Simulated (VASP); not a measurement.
AlO5, 6 atoms in the cell. It takes space group R-3m (No. 166, trigonal). Conventional cell: a = 5.265 Å, b = 5.265 Å, c = 7.121 Å, α = 90.00°, β = 90.00°, γ = 120.00°. Al (site symmetry -3m) has 8 O at 1.93 to 2.17 Å within 2.6 Å. Within 2.4 Å of O (site symmetry 2/m) lie 2 O at 1.81 Å and 2 Al at 1.93 Å. O (site symmetry 3m) has 3 O at 1.81 Å and 1 Al at 2.17 Å within 2.4 Å. The cell was generated, and may not be a known phase.

| Quantity | Value |
| --- | --- |
| Program | VASP 6.6.1 |
| Task | single point |
| Functional | PBE |
| Potentials or basis | VASP PAW PBE potentials, release 64 (Al, O) |
| Cutoff | 520 eV |
| k mesh | 6 × 6 × 6 |
| Occupations | gaussian, width 0.1 eV |
| Spin | no spin polarisation |
| Dipole correction | no |
| Further INCAR settings | ALGO = Normal; EDIFF = 1e-06; NBANDS = 26 |

Potentials or basis: VASP PAW PBE potentials, release 64 (Al, O).

Run with:

```bash
$ cat potpaw_PBE.64/Al/POTCAR potpaw_PBE.64/O/POTCAR > POTCAR
$ mpirun -np 1 vasp_std > vasp.out
```

Hardware: 1 thread of Intel Xeon 8259CL, with other jobs on the host.

Question: Estimate the wall time of this run.

Answer: Wall time 70 s on 1 thread of Intel Xeon 8259CL (shared host), peak memory 0.18 GiB. Counts: scf iterations 14, k points 32.
